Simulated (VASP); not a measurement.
# Ta3HN3 in VASP: a series of runs, part 2 of 2

VASP 6.6.1.

## Step 4: Single point, PBE, collinear spin

The input, INCAR:

```
SYSTEM = Ta3HN3
ALGO = Normal
DIPOL = 0.5 0.5 0.313
EDIFF = 1E-6
ENCUT = 520
GGA = PE
IDIPOL = 3
ISIF = 2
ISMEAR = 0
ISPIN = 2
LASPH = .True.
LCHARG = .False.
LDIPOL = .True.
LMAXMIX = 4
LORBIT = 11
LREAL = .False.
LWAVE = .False.
MAGMOM = 0 0 0 0 0 0 1
NBANDS = 38
NELM = 150
PREC = Accurate
SIGMA = 0.1
```

The input, KPOINTS:

```
k-points
0
Gamma
  9 9 1
  0 0 0
```

The input, POSCAR:

```
Ta3HN3
1.0
    3.1228193035      0.0000000000      0.0000000000
    0.0000000000      3.1228193035      0.0000000000
    0.0000000000      0.0000000000     21.5908392430
Ta N H
3 3 1
Direct
    0.0000000000      0.0000000000      0.1852637572
    0.5000000000      0.5000000000      0.2890369107
    0.0000000000      0.0000000000      0.3832407719
    0.5000000000      0.5000000000      0.1852637572
    0.0000000000      0.0000000000      0.2843927699
    0.5000000000      0.5000000000      0.3978927890
    0.8750000000      0.8750000000      0.4669035386
```

Potentials or basis: VASP PAW PBE potentials, release 64 (Ta_pv, N, H).

Launch:

```
cat potpaw_PBE.64/Ta_pv/POTCAR potpaw_PBE.64/N/POTCAR potpaw_PBE.64/H/POTCAR > POTCAR
mpirun -np 1 vasp_std > vasp.out
```

OUTCAR:

```text
SYSTEM = Ta3HN3
   EDIFF = 1E-6
   ENCUT = 520
   GGA = PE
   ISIF = 2
   ISMEAR = 0
   ISPIN = 2
   LASPH = .True.
   LORBIT = 11
   LREAL = .False.
   NELM = 150
   PREC = Accurate

 ion  position               nearest neighbor table
   1  0.000  0.000  0.185-   5 2.14   4 2.21   4 2.21   4 2.21   4 2.21   2 3.15   2 3.15   2 3.15
                             2 3.15
   2  0.500  0.500  0.289-   5 2.21   5 2.21   5 2.21   5 2.21   4 2.24   6 2.35   3 3.00   3 3.00
                             3 3.00   3 3.00   1 3.15   1 3.15   1 3.15   1 3.15
   3  0.000  0.000  0.383-   7 1.89   5 2.13   6 2.23   6 2.23   6 2.23   6 2.23   2 3.00   2 3.00
                             2 3.00   2 3.00
   4  0.500  0.500  0.185-   1 2.21   1 2.21   1 2.21   1 2.21   2 2.24
   5  0.000  0.000  0.284-   3 2.13   1 2.14   2 2.21   2 2.21   2 2.21   2 2.21
   6  0.500  0.500  0.398-   3 2.23   3 2.23   3 2.23   3 2.23   2 2.35
   7  0.875  0.875  0.467-   3 1.89

  LATTYP: Found a simple tetragonal cell.
 ALAT       =     3.1228193035
 C/A-ratio  =     6.9138932306

  Lattice vectors:

 A1 = (   3.1228193035,   0.0000000000,   0.0000000000)
 A2 = (   0.0000000000,   3.1228193035,   0.0000000000)
 A3 = (   0.0000000000,   0.0000000000,  21.5908392430)

Analysis of symmetry for initial positions (statically):
=====================================================================
 Subroutine PRICEL returns:
 Original cell was already a primitive cell.

 Routine SETGRP: Setting up the symmetry group for a
 simple tetragonal supercell.

 Subroutine GETGRP returns: Found  2 space group operations
 (whereof  2 operations were pure point group operations)
 out of a pool of 16 trial point group operations.

The static configuration has the point symmetry C_1h.

Analysis of symmetry for dynamics (positions and initial velocities):
=====================================================================
 Subroutine PRICEL returns:
 Original cell was already a primitive cell.

 Routine SETGRP: Setting up the symmetry group for a
[... 1133 lines left out ...]
  band No.  band energies     occupation
      1     -36.8428      1.00000
      2     -36.4962      1.00000
      3     -36.4772      1.00000
      4     -36.2873      1.00000
      5     -36.1867      1.00000
      6     -36.1790      1.00000
[... 925 lines left out ...]
     35       3.9965      0.00000
     36       4.4391      0.00000

 [... further k-points ...]

 [bands above 36 left out]

------------------------ aborting loop because EDIFF is reached ----------------------------------------

 vacuum level on the upper side and lower side of the slab       (xc-potential included)         1.297        -1.739

  FORCE on cell =-STRESS in cart. coord.  units (eV):
  Direction    XX          YY          ZZ          XY          YZ          ZX
  --------------------------------------------------------------------------------------
  -------------------------------------------------------------------------------------
  Total       -7.1323959     -7.1323959      0.8395723      0.1249529      0.8598318      0.8598319
  in kB      -54.2728702    -54.2728702      6.3885967      0.9508099      6.5427581      6.5427583
  external PRESSURE =     -34.0523812 kB  Pullay stress =       0.0000000 kB

 VOLUME and BASIS-vectors are now :
 -----------------------------------------------------------------------------
  energy-cutoff  :      520.00
  volume of cell :      210.55
      direct lattice vectors                 reciprocal lattice vectors
     3.122819304  0.000000000  0.000000000     0.320223459  0.000000000  0.000000000
     0.000000000  3.122819304  0.000000000     0.000000000  0.320223459  0.000000000
     0.000000000  0.000000000 21.590839243     0.000000000  0.000000000  0.046315939

 POSITION                                       TOTAL-FORCE (eV/Angst)
 -----------------------------------------------------------------------------------
      0.00000      0.00000      4.00000         0.044752      0.044752      1.939791
      1.56141      1.56141      6.24055         0.001141      0.001141     -0.328269
      0.00000      0.00000      8.27449        -0.355464     -0.355464      4.139214
      1.56141      1.56141      4.00000        -0.044300     -0.044300     -1.595898
      0.00000      0.00000      6.14028         0.060907      0.060907     -1.628772
      1.56141      1.56141      8.59084        -0.311922     -0.311922     -1.867306
      2.73247      2.73247     10.08084         0.604886      0.604886     -0.658759
 -----------------------------------------------------------------------------------
    total drift:                                0.000002      0.000002      0.000162

  FREE ENERGIE OF THE ION-ELECTRON SYSTEM (eV)
  ---------------------------------------------------
  free  energy   TOTEN  =       -66.8237853311 eV

  energy  without entropy=      -66.8011006072  energy(sigma->0) =      -66.81244297

 vacuum level on the upper side and lower side of the slab         5.730         2.612

 total charge

# of ion       s       p       d       tot
------------------------------------------
    1        0.286   6.178   2.319   8.783
    2        0.268   6.212   2.485   8.965
    3        0.301   6.229   2.297   8.828
    4        1.237   2.458   0.000   3.696
    5        1.237   2.522   0.000   3.759
    6        1.259   2.377   0.000   3.636
    7        0.500   0.007   0.000   0.507
--------------------------------------------------
tot          5.088  25.984   7.102  38.173

 magnetization (x)

# of ion       s       p       d       tot
------------------------------------------
    1       -0.000  -0.000  -0.000  -0.000
    2       -0.000  -0.000  -0.000  -0.000
    3       -0.000  -0.000  -0.000  -0.000
    4        0.000   0.000   0.000   0.000
    5       -0.000  -0.000   0.000  -0.000
    6        0.000   0.000   0.000   0.000
    7        0.000  -0.000   0.000   0.000
--------------------------------------------------
tot         -0.000   0.000  -0.000  -0.000
```

OSZICAR:

```text
N       E                     dE             d eps       ncg     rms          rms(c)
DAV:   1     0.392850173988E+03    0.39285E+03   -0.25873E+04  4448   0.113E+03
DAV:   2    -0.451040192564E+02   -0.43795E+03   -0.41983E+03  4770   0.317E+02
DAV:   3    -0.747517704830E+02   -0.29648E+02   -0.28909E+02  4796   0.772E+01
DAV:   4    -0.756709369255E+02   -0.91917E+00   -0.91168E+00  4912   0.145E+01
[... 27 lines left out ...]
DAV:  32    -0.668237360206E+02   -0.19441E-04   -0.10521E-06  3590   0.405E-03    0.109E-03
DAV:  33    -0.668237626664E+02   -0.26646E-04   -0.12516E-06  3532   0.342E-03    0.575E-04
DAV:  34    -0.668237806691E+02   -0.18003E-04   -0.83136E-07  3608   0.237E-03    0.309E-04
DAV:  35    -0.668237844523E+02   -0.37832E-05   -0.18663E-07  3224   0.141E-03    0.205E-04
DAV:  36    -0.668237853311E+02   -0.87881E-06   -0.79973E-08  2870   0.954E-04
   1 F= -.66823785E+02 E0= -.66812443E+02  d E =-.226847E-01  mag=    -0.0001
```

stdout:

```text
POSCAR found type information on POSCAR TaN H
 POSCAR found :  3 types and       7 ions
 scaLAPACK will be used
 LDA part: xc-table for (Slater+PW92), standard interpolation
 POSCAR, INCAR and KPOINTS ok, starting setup
 FFT: planning ... GRIDC
 FFT: planning ... GRID_SOFT
 FFT: planning ... GRID
 WAVECAR not read
 entering main loop
```

Run time: 13 min. Hardware: 1 thread of Intel Xeon Platinum 8488C (Sapphire Rapids), shared host; peak memory 0.56 GiB.

What came out:

| Quantity | Value |
| --- | --- |
| Free energy | -66.8238 eV |
| Largest force | 4.170 eV/Å |
| Net moment | 0.00 μB per cell |
| Valence electrons inside the program's atomic spheres | Ta 8.78, 8.96, 8.83; N 3.70, 3.76, 3.64; H 0.51 |

Forces on the atoms (eV/Å):
```
Ta   0.045  0.045  1.940
Ta   0.001  0.001 -0.328
Ta  -0.355 -0.355  4.139
N   -0.044 -0.044 -1.596
N    0.061  0.061 -1.629
N   -0.312 -0.312 -1.867
H    0.605  0.605 -0.659
```

Caveat: spin-orbit coupling is left out, which moves the levels of the heavy elements.

## Step 5: Single point, PBE, collinear spin

The input, INCAR:

```
  PREC = Accurate
  ENCUT = 520
  EDIFF = 1E-7
  ISMEAR = 0
  SIGMA = 0.1
  LREAL = False
  LASPH = True
  NELM = 150
  ALGO = Normal
  ISIF = 2
  LWAVE = False
  LCHARG = False
  ISPIN = 2
  MAGMOM = 0 0 0 0 0 0 1
  LORBIT = 11
  LMAXMIX = 4
  LDIPOL = True
  IDIPOL = 3
  DIPOL = 0.5 0.5 0.311
  GGA = PE
  NBANDS = 38
```

The input, KPOINTS:

```
regular mesh
0
Gamma
  9 9 1
```

POSCAR: that of step 4 with these lines changed.

```diff
@@ -14,2 +14,2 @@
     0.5000000000      0.5000000000      0.3978927890
-    0.8750000000      0.8750000000      0.4669035386
+    0.6250000000      0.6250000000      0.4502298004
```

Potentials or basis: VASP PAW PBE potentials, release 64 (Ta_pv, N, H).

Launch:

```
cat potpaw_PBE.64/Ta_pv/POTCAR potpaw_PBE.64/N/POTCAR potpaw_PBE.64/H/POTCAR > POTCAR
mpirun -np 1 vasp_std > vasp.out
```

OUTCAR:

```text
PREC = Accurate
   ENCUT = 520
   EDIFF = 1E-7
   ISMEAR = 0
   LREAL = False
   LASPH = True
   NELM = 150
   ISIF = 2
   ISPIN = 2
   LORBIT = 11
   GGA = PE

 ion  position               nearest neighbor table
   1  0.000  0.000  0.185-   5 2.14   4 2.21   4 2.21   4 2.21   4 2.21   2 3.15   2 3.15   2 3.15
                             2 3.15
   2  0.500  0.500  0.289-   5 2.21   5 2.21   5 2.21   5 2.21   4 2.24   6 2.35   3 3.00   3 3.00
                             3 3.00   3 3.00   1 3.15   1 3.15   1 3.15   1 3.15
   3  0.000  0.000  0.383-   5 2.13   7 2.20   6 2.23   6 2.23   6 2.23   6 2.23   2 3.00   2 3.00
                             2 3.00   2 3.00
   4  0.500  0.500  0.185-   1 2.21   1 2.21   1 2.21   1 2.21   2 2.24
   5  0.000  0.000  0.284-   3 2.13   1 2.14   2 2.21   2 2.21   2 2.21   2 2.21
   6  0.500  0.500  0.398-   7 1.26   3 2.23   3 2.23   3 2.23   3 2.23   2 2.35
   7  0.625  0.625  0.450-   6 1.26   3 2.20

  LATTYP: Found a simple tetragonal cell.
 ALAT       =     3.1228193035
 C/A-ratio  =     6.9138932306

  Lattice vectors:

 A1 = (   3.1228193035,   0.0000000000,   0.0000000000)
 A2 = (   0.0000000000,   3.1228193035,   0.0000000000)
 A3 = (   0.0000000000,   0.0000000000,  21.5908392430)

Analysis of symmetry for initial positions (statically):
=====================================================================
 Subroutine PRICEL returns:
 Original cell was already a primitive cell.

 Routine SETGRP: Setting up the symmetry group for a
 simple tetragonal supercell.

 Subroutine GETGRP returns: Found  2 space group operations
 (whereof  2 operations were pure point group operations)
 out of a pool of 16 trial point group operations.

The static configuration has the point symmetry C_1h.

Analysis of symmetry for dynamics (positions and initial velocities):
=====================================================================
 Subroutine PRICEL returns:
 Original cell was already a primitive cell.

 Routine SETGRP: Setting up the symmetry group for a
 simple tetragonal supercell.

 Subroutine GETGRP returns: Found  2 space group operations
 (whereof  2 operations were pure point group operations)
 out of a pool of 16 trial point group operations.

The dynamic configuration has the point symmetry C_1h.

Analysis of structural, dynamic, and magnetic symmetry:
=====================================================================
 Subroutine PRICEL returns:
 Original cell was already a primitive cell.

 Routine SETGRP: Setting up the symmetry group for a
 simple tetragonal supercell.

 Subroutine GETGRP returns: Found  2 space group operations
 (whereof  2 operations were pure point group operations)
 out of a pool of 16 trial point group operations.

The overall configuration has the point symmetry C_1h.

 Subroutine INISYM returns: Found  2 space group operations
 (whereof  2 operations are pure point group operations),
 and found     1 'primitive' translations

----------------------------------------------------------------------------------------

                                     Primitive cell

  volume of cell :     210.5539

  direct lattice vectors                    reciprocal lattice vectors
     3.122819304  0.000000000  0.000000000     0.320223459  0.000000000  0.000000000
     0.000000000  3.122819304  0.000000000     0.000000000  0.320223459  0.000000000
     0.000000000  0.000000000 21.590839243     0.000000000  0.000000000  0.046315939

  length of vectors
     3.122819304  3.122819304 21.590839243     0.320223459  0.320223459  0.046315939
[... 113 lines left out ...]
  Thomas-Fermi vector in A             =   2.139752
   LORBIT       =     11    0 simple, 1 ext, 2 COOP (PROOUT), +10 PAW based schemes
   GGA     = PE    functional components
   LHFCALC =     F    Hartree Fock is set to
   AEXX    =    0.0000 exact exchange contribution
   IVDW    =     0    specifies the selected vdW correction
   LEPSILON=     F    determine dielectric tensor
   LRPA    =     F    only Hartree local field effects (RPA)
 spin polarized calculation
 Gauss-broadening in eV      SIGMA  =   0.10
  energy-cutoff  :      520.00
  volume of cell :      210.55
 maximum number of plane-waves:      5708
   NGX = 11   NGY = 11   NGZ = 81

 dipolmoment           0.000000      0.000000     -0.005110 electrons x Angstroem

 number of electron      49.0000000 magnetization       0.0083510

 number of electron      49.0000000 magnetization      -0.0000087

 dipolmoment           0.000000      0.000000      0.011920 electrons x Angstroem

 Free energy of the ion-electron system (eV)
  ---------------------------------------------------
  ext. energy  EPLUGINS =         0.00000000
  ---------------------------------------------------
  free energy    TOTEN  =       -65.89428952 eV

  energy without entropy =      -65.87486581  energy(sigma->0) =      -65.88457766

 E-fermi :   0.4551     XC(G=0):  -5.2579

 val. band max:        0.4395834782   @ k =   0.3333   0.0000   0.0000
 cond. band min:       0.4833267945   @ k =   0.2222   0.1111   0.0000
 fundamental gap:      0.0437433163
 Fermi energy:         0.4550635617

 spin component 1

 k-point     1 :       0.0000    0.0000    0.0000
  band No.  band energies     occupation
      1     -35.7370      1.00000
      2     -35.4688      1.00000
      3     -35.4070      1.00000
      4     -35.3908      1.00000
      5     -35.2561      1.00000
      6     -35.2442      1.00000
[... 925 lines left out ...]
     35       4.6753      0.00000
     36       4.9143      0.00000

 [... further k-points ...]

 spin component 2

 k-point     1 :       0.0000    0.0000    0.0000
  band No.  band energies     occupation
      1     -35.7370      1.00000
      2     -35.4688      1.00000
      3     -35.4070      1.00000
      4     -35.3908      1.00000
      5     -35.2561      1.00000
      6     -35.2442      1.00000
[... 925 lines left out ...]
     35       4.6753      0.00000
     36       4.9143      0.00000

 [... further k-points ...]

 [bands above 36 left out]

------------------------ aborting loop because EDIFF is reached ----------------------------------------

 vacuum level on the upper side and lower side of the slab       (xc-potential included)         0.014        -0.228

  FORCE on cell =-STRESS in cart. coord.  units (eV):
  Direction    XX          YY          ZZ          XY          YZ          ZX
  --------------------------------------------------------------------------------------
  -------------------------------------------------------------------------------------
  Total       -6.5711356     -6.5711356      1.1299524     -0.1487142     -0.3259459     -0.3259463
  in kB      -50.0020461    -50.0020461      8.5981988     -1.1316180     -2.4802355     -2.4802383
  external PRESSURE =     -30.4686311 kB  Pullay stress =       0.0000000 kB

 VOLUME and BASIS-vectors are now :
 -----------------------------------------------------------------------------
  energy-cutoff  :      520.00
  volume of cell :      210.55
      direct lattice vectors                 reciprocal lattice vectors
     3.122819304  0.000000000  0.000000000     0.320223459  0.000000000  0.000000000
     0.000000000  3.122819304  0.000000000     0.000000000  0.320223459  0.000000000
     0.000000000  0.000000000 21.590839243     0.000000000  0.000000000  0.046315939

 POSITION                                       TOTAL-FORCE (eV/Angst)
 -----------------------------------------------------------------------------------
      0.00000      0.00000      4.00000         0.063015      0.063015      1.114290
      1.56141      1.56141      6.24055        -0.172144     -0.172144     -0.488112
      0.00000      0.00000      8.27449         0.142656      0.142656      0.058202
      1.56141      1.56141      4.00000        -0.008243     -0.008243     -1.022799
      0.00000      0.00000      6.14028         0.076752      0.076752     -0.615606
      1.56141      1.56141      8.59084         0.115305      0.115305      1.857926
      1.95176      1.95176      9.72084        -0.217341     -0.217341     -0.903901
 -----------------------------------------------------------------------------------
    total drift:                                0.000022      0.000022     -0.000058

  FREE ENERGIE OF THE ION-ELECTRON SYSTEM (eV)
  ---------------------------------------------------
  free  energy   TOTEN  =       -65.8942895159 eV

  energy  without entropy=      -65.8748658075  energy(sigma->0) =      -65.88457766

 vacuum level on the upper side and lower side of the slab         4.169         3.922

 total charge

# of ion       s       p       d       tot
------------------------------------------
    1        0.279   6.178   2.330   8.787
    2        0.264   6.202   2.489   8.954
    3        0.269   6.183   2.445   8.897
    4        1.239   2.451   0.000   3.690
    5        1.233   2.523   0.000   3.756
    6        1.238   2.464   0.000   3.702
    7        0.473   0.037   0.000   0.510
--------------------------------------------------
tot          4.996  26.038   7.263  38.297

 magnetization (x)

# of ion       s       p       d       tot
------------------------------------------
    1       -0.000  -0.000  -0.000  -0.000
    2       -0.000  -0.000  -0.000  -0.000
    3       -0.000  -0.000  -0.000  -0.000
    4       -0.000   0.000   0.000   0.000
    5       -0.000   0.000   0.000   0.000
    6       -0.000   0.000   0.000   0.000
    7       -0.000  -0.000   0.000  -0.000
--------------------------------------------------
tot         -0.000   0.000  -0.000  -0.000
```

It took 6.3 min on 1 thread of Intel Xeon 6975P-C (Granite Rapids), shared host; peak memory 0.56 GiB.

What came out:

* Free energy: -65.8943 eV
* Largest force: 1.865 eV/Å
* Net moment: 0.00 μB per cell
* Valence electrons inside the program's atomic spheres: Ta 8.79, 8.95, 8.90; N 3.69, 3.76, 3.70; H 0.51

Forces on the atoms (eV/Å):
```
Ta   0.063  0.063  1.114
Ta  -0.172 -0.172 -0.488
Ta   0.143  0.143  0.058
N   -0.008 -0.008 -1.023
N    0.077  0.077 -0.616
N    0.115  0.115  1.858
H   -0.217 -0.217 -0.904
```

Caveat: spin-orbit coupling is left out, which moves the levels of the heavy elements.

## Step 6: Overview

```csv
cell,gap on the mesh (eV),moment (μB),largest force (eV/Å)
"as given, atomic positions A",none,0.00,3.46
"as given, atomic positions B",none,0.00,4.62
"as given, atomic positions C",none,0.00,4.17
"as given, atomic positions D",none,0.00,1.87
```

Alike in all rows: task single point; level PBE; potentials or basis VASP PAW PBE potentials, release 64 (Ta_pv, N, H); spin collinear; k mesh 9 × 9 × 1; cutoff (eV) 520; smearing gaussian 0.1 eV.

Caveats: spin-orbit coupling is left out, which moves the levels of the heavy elements.

Total energies depend on the potentials used, so only differences within one code and one set of settings carry meaning.
